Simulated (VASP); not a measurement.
Wanted: the native input for a VASP 6.6.1 run.

| Quantity | Value |
| --- | --- |
| Task | single point |
| Functional | LDA |
| Potentials or basis | VASP PAW LDA potentials, release 64 (Re_sv_GW) |
| Cutoff | 500 eV |
| k mesh | 19 × 19 × 19 |
| Occupations | fermi-dirac, width 0.05 eV |
| Spin | no spin polarisation |
| Dipole correction | no |
| Second run | valence_matched |
| Further INCAR settings | ALGO = Normal; EDIFF = 1e-06; NBANDS = 14 |

The structure of Re lies in POSCAR:

```
Re
1.0
   -1.5350745523      1.5350745523      1.5350745523
    1.5350745523     -1.5350745523      1.5350745523
    1.5350745523      1.5350745523     -1.5350745523
Re
1
Direct
    0.0000000000      0.0000000000      0.0000000000
```

The input as run:

INCAR

```
SYSTEM = Re
ALGO = Normal ; EDIFF = 1E-6
ENCUT = 500 ; GGA_COMPAT = .FALSE.
ISIF = 2 ; ISMEAR = -1
LASPH = .TRUE. ; LCHARG = .FALSE.
LREAL = .FALSE. ; LWAVE = .FALSE.
NBANDS = 14 ; NELM = 120
PREC = Accurate ; SIGMA = 0.05
```

KPOINTS

```
k-points
0
G
  19 19 19
  0 0 0
```

Potentials or basis: VASP PAW LDA potentials, release 64 (Re_sv_GW).

Command:

```sh
$ cat potpaw_LDA.64/Re_sv_GW/POTCAR > POTCAR
$ mpirun -np 1 vasp_std > vasp.out
```

Results of the run:

| Quantity | Value |
| --- | --- |
| Pressure | -1.0 GPa |

It took 13 s on 1 thread of Intel(R) Xeon(R) 6975P-C (Granite Rapids), on a shared host, peak memory 0.16 GiB.
